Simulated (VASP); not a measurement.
# Fe (Cmce) in VASP: relaxation of cell and atoms with PBEsol

Aim: the relaxation of cell and atoms of Fe with PBEsol.

All numbers are computed with VASP 6.6.1; they aren't measurements. Logs are shortened: lines on timing, memory, paths and dates and some standing lists are left out, and cuts for length are marked.

**1. The cell of the first run**

Symmetry: Cmce, No. 64, orthorhombic system. The conventional cell has a = 3.877 Å, b = 6.571 Å, c = 3.882 Å, α = 90.00°, β = 90.00°, γ = 90.00°. Fe (site symmetry m) has 7 Fe at 2.09 to 2.40 Å within 2.8 Å.

**2. Relaxation of cell and atoms, PBEsol, collinear spin, ferromagnetic start**

INCAR

```
  PREC = Accurate
  ENCUT = 600
  EDIFF = 1E-6
  ISMEAR = 0
  SIGMA = 0.1
  LREAL = False
  LASPH = True
  NELM = 150
  ALGO = Normal
  ISIF = 3
  LWAVE = False
  LCHARG = False
  ISPIN = 2
  MAGMOM = 0.28 0.28 0.28 0.28
  LORBIT = 11
  LMAXMIX = 4
  GGA = PS
  IBRION = 2
  NSW = 90
  EDIFFG = -0.04
```

KPOINTS

```
regular mesh
0
Gamma
  6 6 4
```

POSCAR

```
Fe
1.0
    1.9385296171     -3.2854482047      0.0000000000
    1.9385296171      3.2854482047      0.0000000000
    0.0000000000      0.0000000000      3.8822163840
Fe
4
Direct
    0.1525000000      0.8475000000      0.0785000000
    0.6525000000      0.3475000000      0.4215000000
    0.8475000000      0.1525000000      0.9215000000
    0.3475000000      0.6525000000      0.5785000000
```

Potentials or basis: VASP PAW PBE potentials, release 64 (Fe).

Command:

```
$ cat potpaw_PBE.64/Fe/POTCAR > POTCAR
$ mpirun -np 1 vasp_std > vasp.out
```

OUTCAR:

```text
PREC = Accurate
   ENCUT = 600
   EDIFF = 1E-6
   ISMEAR = 0
   LREAL = False
   LASPH = True
   NELM = 150
   ISIF = 3
   ISPIN = 2
   LORBIT = 11
   GGA = PS
   IBRION = 2
   NSW = 90
   EDIFFG = -0.04

 ion  position               nearest neighbor table
   1  0.153  0.847  0.078-   3 2.09   4 2.33   4 2.33   2 2.35   2 2.35   3 2.40   3 2.40
   2  0.653  0.347  0.422-   4 2.09   3 2.33   3 2.33   1 2.35   1 2.35   4 2.40   4 2.40
   3  0.847  0.153  0.922-   1 2.09   2 2.33   2 2.33   4 2.35   4 2.35   1 2.40   1 2.40
   4  0.347  0.653  0.578-   2 2.09   1 2.33   1 2.33   3 2.35   3 2.35   2 2.40   2 2.40

  LATTYP: Found a base centered orthorhombic cell.
 ALAT       =     3.8770592342
 B/A-ratio  =     1.6948145521
 C/A-ratio  =     1.0013301705

  Lattice vectors:

 A1 = (   1.9385296171,  -3.2854482047,   0.0000000000)
 A2 = (   1.9385296171,   3.2854482047,   0.0000000000)
 A3 = (   0.0000000000,   0.0000000000,   3.8822163840)

Analysis of symmetry for initial positions (statically):
=====================================================================
 Subroutine PRICEL returns:
 Original cell was already a primitive cell.

 Routine SETGRP: Setting up the symmetry group for a
 base centered orthorhombic supercell.

 Subroutine GETGRP returns: Found  8 space group operations
 (whereof  4 operations were pure point group operations)
 out of a pool of  8 trial point group operations.

The static configuration has the point symmetry C_2h.
 The point group associated with its full space group is D_2h.

Analysis of symmetry for dynamics (positions and initial velocities):
=====================================================================
 Subroutine PRICEL returns:
 Original cell was already a primitive cell.

 Routine SETGRP: Setting up the symmetry group for a
 base centered orthorhombic supercell.

 Subroutine GETGRP returns: Found  8 space group operations
 (whereof  4 operations were pure point group operations)
 out of a pool of  8 trial point group operations.

The dynamic configuration has the point symmetry C_2h.
 The point group associated with its full space group is D_2h.

Analysis of structural, dynamic, and magnetic symmetry:
=====================================================================
 Subroutine PRICEL returns:
 Original cell was already a primitive cell.

 Routine SETGRP: Setting up the symmetry group for a
 base centered orthorhombic supercell.

 Subroutine GETGRP returns: Found  8 space group operations
 (whereof  4 operations were pure point group operations)
 out of a pool of  8 trial point group operations.

The overall configuration has the point symmetry C_2h.
 The point group associated with its full space group is D_2h.

 Subroutine INISYM returns: Found  8 space group operations
 (whereof  4 operations are pure point group operations),
 and found     1 'primitive' translations

----------------------------------------------------------------------------------------

                                     Primitive cell

  volume of cell :      49.4512

  direct lattice vectors                    reciprocal lattice vectors
     1.938529617 -3.285448205  0.000000000     0.257927450 -0.152186237  0.000000000
     1.938529617  3.285448205  0.000000000     0.257927450  0.152186237  0.000000000
     0.000000000  0.000000000  3.882216384     0.000000000  0.000000000  0.257584818

  length of vectors
     3.814717156  3.814717156  3.882216384     0.299478246  0.299478246  0.257584818

  position of ions in fractional coordinates (direct lattice)
     0.152500000  0.847500000  0.078500000
     0.652500000  0.347500000  0.421500000
     0.847500000  0.152500000  0.921500000
     0.347500000  0.652500000  0.578500000

  ion indices of the primitive-cell ions
   primitive index   ion index
                 1           1
                 2           2
                 3           3
                 4           4

----------------------------------------------------------------------------------------

 KPOINTS: regular mesh

Automatic generation of k-mesh.
 Grid dimensions read from file:
 generate k-points for:    6    6    4

 Generating k-lattice:

  Cartesian coordinates                     Fractional coordinates (reciprocal lattice)
     0.042987908 -0.025364373  0.000000000     0.166666667  0.000000000  0.000000000
     0.042987908  0.025364373  0.000000000     0.000000000  0.166666667  0.000000000
     0.000000000  0.000000000  0.064396204     0.000000000  0.000000000  0.250000000

  Length of vectors
     0.049913041  0.049913041  0.064396204

  Shift w.r.t. Gamma in fractional coordinates (k-lattice)
     0.000000000  0.000000000  0.000000000

 Subroutine IBZKPT returns following result:
 ===========================================

 Found     39 irreducible k-points:

 Following reciprocal coordinates:
            Coordinates               Weight
  0.000000  0.000000  0.000000      1.000000
  0.166667  0.000000  0.000000      4.000000
  0.333333  0.000000  0.000000      4.000000
  0.500000  0.000000  0.000000      2.000000
  0.166667  0.166667  0.000000      2.000000
  0.333333  0.166667  0.000000      4.000000
[... 16 lines left out ...]
  0.333333  0.333333  0.250000      4.000000
  0.500000  0.333333  0.250000      8.000000
 [... further k-points ...]
   k-points           NKPTS =     39   k-points in BZ     NKDIM =     39   number of bands    NBANDS=     21
   number of dos      NEDOS =    301   number of ions     NIONS =      4
   total plane-waves  NPLWV =  28800
   dimension x,y,z NGX =    30 NGY =   30 NGZ =   32
   dimension x,y,z NGXF=    60 NGYF=   60 NGZF=   64
   ions per type =               4
   NGX,Y,Z   is equivalent  to a cutoff of  13.07, 13.07, 13.70 a.u.
   NGXF,Y,Z  is equivalent  to a cutoff of  26.15, 26.15, 27.41 a.u.
 SYSTEM =  unknown system
   PREC   = accura    normal or accurate (medium, high low for compatibility)
   ISTART =      0    job   : 0-new  1-cont  2-samecut
   ICHARG =      2    charge: 1-file 2-atom 10-const
   ISPIN  =      2    spin polarized calculation?
   LNONCOLLINEAR =      F non collinear calculations
   LSORBIT =      F    spin-orbit coupling
   LASPH  =      T    aspherical Exc in radial PAW
   ENCUT  =  600.0 eV  44.10 Ry    6.64 a.u.   7.62  7.62  7.75*2*pi/ulx,y,z
   NELM   =    150;   NELMIN=  2; NELMDL= -5     # of ELM steps
   EDIFF  = 0.1E-05   stopping-criterion for ELM
   LREAL  =      F    real-space projection
   EDIFFG = -.4E-01   stopping-criterion for IOM
   NSW    =     90    number of steps for IOM
   IBRION =      2    ionic relax: 0-MD 1-quasi-New 2-CG
   NFREE  =      1    steps in history (QN), initial steepest desc. (CG)
   ISIF   =      3    stress and relaxation
   ISYM   =      2    0-nonsym 1-usesym 2-fastsym
   POTIM  = 0.5000    time-step for ionic-motion
   TEBEG  =    0.0;   TEEND  =   0.0 temperature during run
   PSTRESS=    0.0 pullay stress
   NELECT =      32.0000    total number of electrons
   NUPDOWN=      -1.0000    fix difference up-down
   EMIN   =  10.00;   EMAX   =-10.00  energy-range for DOS
   EFERMI =   0.00;   METHOD = LEGACY
   ISMEAR =     0;   SIGMA  =   0.10  broadening in eV -4-tet -1-fermi 0-gaus
   EFERMI_NEDOS =   21; number of points for ismear=-14 and -15
   IALGO  =     38    algorithm
   IMIX   =      4    mixing-type and parameters
     AMIX     =   0.40;   BMIX     =  1.00
     AMIX_MAG =   1.60;   BMIX_MAG =  1.00
  volume/ion in A,a.u.               =      12.36        83.43
  Fermi-wavevector in a.u.,A,eV,Ry     =   1.416009  2.675868 27.280774  2.005080
  Thomas-Fermi vector in A             =   2.537388
   LORBIT       =     11    0 simple, 1 ext, 2 COOP (PROOUT), +10 PAW based schemes
   GGA     = PS    functional components
   LHFCALC =     F    Hartree Fock is set to
   AEXX    =    0.0000 exact exchange contribution
   IVDW    =     0    specifies the selected vdW correction
   LEPSILON=     F    determine dielectric tensor
   LRPA    =     F    only Hartree local field effects (RPA)
 conjugate gradient relaxation of ions
 spin polarized calculation
 Gauss-broadening in eV      SIGMA  =   0.10
  energy-cutoff  :      600.00
  volume of cell :       49.45
 maximum number of plane-waves:      1668
   NGX = 15   NGY = 15   NGZ = 15

--------------------------------------- Ionic step        1  -------------------------------------------

 number of electron      31.9999997 magnetization       1.3751831

 Free energy of the ion-electron system (eV)
  ---------------------------------------------------
  ext. energy  EPLUGINS =         0.00000000
  ---------------------------------------------------
  free energy    TOTEN  =       -32.53658007 eV

  energy without entropy =      -32.50252628  energy(sigma->0) =      -32.51955317

------------------------ aborting loop because EDIFF is reached ----------------------------------------

  FORCE on cell =-STRESS in cart. coord.  units (eV):
  Direction    XX          YY          ZZ          XY          YZ          ZX
  --------------------------------------------------------------------------------------
  -------------------------------------------------------------------------------------
  Total       -3.9146205     -4.2563093     -4.0818320      0.0000000     -0.0000000      0.0000000
  in kB     -126.8304253   -137.9008555   -132.2479373      0.0000000     -0.0000000      0.0000000
  external PRESSURE =    -132.3264060 kB  Pullay stress =       0.0000000 kB
[... 97 lines left out ...]
  FREE ENERGIE OF THE ION-ELECTRON SYSTEM (eV)
  ---------------------------------------------------
  free  energy   TOTEN  =       -32.7225415022 eV

  energy  without entropy=      -32.6856836678  energy(sigma->0) =      -32.70411258

[... ionic steps 4 to 18 ...]

--------------------------------------- Ionic step       19  -------------------------------------------

 number of electron      31.9999999 magnetization      -0.0000095

 number of electron      31.9999999 magnetization       0.0000346
[... 77 lines left out ...]
 number of electron      32.0000000 magnetization       0.0000144

 number of electron      32.0000000 magnetization      -0.0000158

 Free energy of the ion-electron system (eV)
  ---------------------------------------------------
  ext. energy  EPLUGINS =         0.00000000
  ---------------------------------------------------
  free energy    TOTEN  =       -34.01718274 eV

  energy without entropy =      -33.99316512  energy(sigma->0) =      -34.00517393

 E-fermi :   6.0752     XC(G=0): -13.4658

 val. band max:        6.0659568886   @ k =   0.1667   0.0000   0.0000
 cond. band min:       6.0824828626   @ k =  -0.1667   0.1667   0.2500
 fundamental gap:      0.0165259741
 Fermi energy:         6.0752015578

 spin component 1

 k-point     1 :       0.0000    0.0000    0.0000
  band No.  band energies     occupation
      1      -2.3895      1.00000
      2       1.3184      1.00000
      3       1.8136      1.00000
      4       1.9767      1.00000
      5       2.2584      1.00000
      6       2.4110      1.00000
[... 565 lines left out ...]
     20       7.4214      0.00000
     21       7.4556      0.00000

 [... further k-points ...]

 spin component 2

 k-point     1 :       0.0000    0.0000    0.0000
  band No.  band energies     occupation
      1      -2.3895      1.00000
      2       1.3184      1.00000
      3       1.8136      1.00000
      4       1.9767      1.00000
      5       2.2584      1.00000
      6       2.4110      1.00000
[... 598 lines left out ...]
  FREE ENERGIE OF THE ION-ELECTRON SYSTEM (eV)
  ---------------------------------------------------
  free  energy   TOTEN  =       -34.0171827434 eV

  energy  without entropy=      -33.9931651171  energy(sigma->0) =      -34.00517393

 reached required accuracy - stopping structural energy minimisation

 total charge

# of ion       s       p       d       tot
------------------------------------------
    1        0.566   0.614   6.431   7.611
    2        0.566   0.614   6.431   7.611
    3        0.566   0.614   6.431   7.611
    4        0.566   0.614   6.431   7.611
--------------------------------------------------
tot          2.264   2.456  25.724  30.444

 magnetization (x)

# of ion       s       p       d       tot
------------------------------------------
    1        0.000   0.000   0.000   0.000
    2        0.000   0.000   0.000   0.000
    3        0.000   0.000   0.000   0.000
    4        0.000   0.000   0.000   0.000
--------------------------------------------------
tot          0.000   0.000   0.000   0.000
```

Run time: 31 min. Hardware: 1 thread of Intel Xeon 8259CL, shared host; peak memory 0.26 GiB.

Results:

```
Free energy                                           : -34.0172 eV
Relaxed volume                                        : 10.84 Å³/atom
Relaxed cell                                          : a = 4.017 Å, b = 4.017 Å, c = 3.452 Å, α = 90.00°, β = 90.00°, γ = 128.91°
Space group after relaxing (to 0.1 Å)                 : I4/mmm (No. 139)
Energy gained by relaxing                             : 370.2 meV/atom
Ionic steps                                           : 21
Pressure after relaxing                               : 0.3 GPa
Largest force after relaxing                          : 0.021 eV/Å
Band gap on the k mesh                                : zero (filled and empty bands overlap)
Net moment                                            : 0.00 μB per cell
Valence electrons inside the program's atomic spheres : Fe 7.61
```

Forces in eV/Å, atoms in the order of the input:
```
Fe   0.000 -0.020 -0.008
Fe   0.000 -0.020  0.008
Fe   0.000  0.020  0.008
Fe   0.000  0.020 -0.008
```

Step by step:
```tsv
step	energy change (eV)	largest force (eV/Å)	pressure (GPa)	volume (Å³)
1	0.0000	0.5935	-13.23	49.45
2	0.0093	0.6411	22.32	42.50
3	-0.1860	0.6473	1.40	45.79
4	-0.2610	0.5268	1.19	45.66
5	-0.3321	1.1593	1.32	45.37
6	-0.3480	1.1801	1.17	45.36
7	-0.3996	1.2338	0.67	45.33
8	-0.5174	1.2964	-0.34	45.27
9	-0.7702	1.3743	-2.38	45.11
10	-1.0635	1.2581	-4.63	44.66
11	-1.1962	0.9662	-3.48	44.26
12	-1.2905	0.7599	-0.45	43.64
13	-1.2938	0.8068	0.54	43.50
14	-1.3435	0.7093	-0.05	43.54
15	-1.4448	0.3829	-1.47	43.64
16	-1.4174	0.5052	-2.03	43.75
17	-1.4728	0.0655	-2.09	43.70
18	-1.4729	0.0474	-2.10	43.70
19	-1.4790	0.0361	0.93	43.24
20	-1.4790	0.0355	0.83	43.24
21	-1.4806	0.0210	0.29	43.35
```

Final structure:
```
Fe
1.0
     1.73215   -3.62414    0.00000
     1.73215    3.62414    0.00000
     0.00000    0.00000    3.45242
Fe
4
Direct
  0.14775 0.85225 0.00015
  0.64775 0.35225 0.49985
  0.85225 0.14775 0.99985
  0.35225 0.64775 0.50015
```

Caveat: the k points lie up to 0.45 Å⁻¹ apart in the final cell, too coarse for converged energies and pressures of a metal; the PAW data sets were made with another functional, which shifts forces and pressure a little.
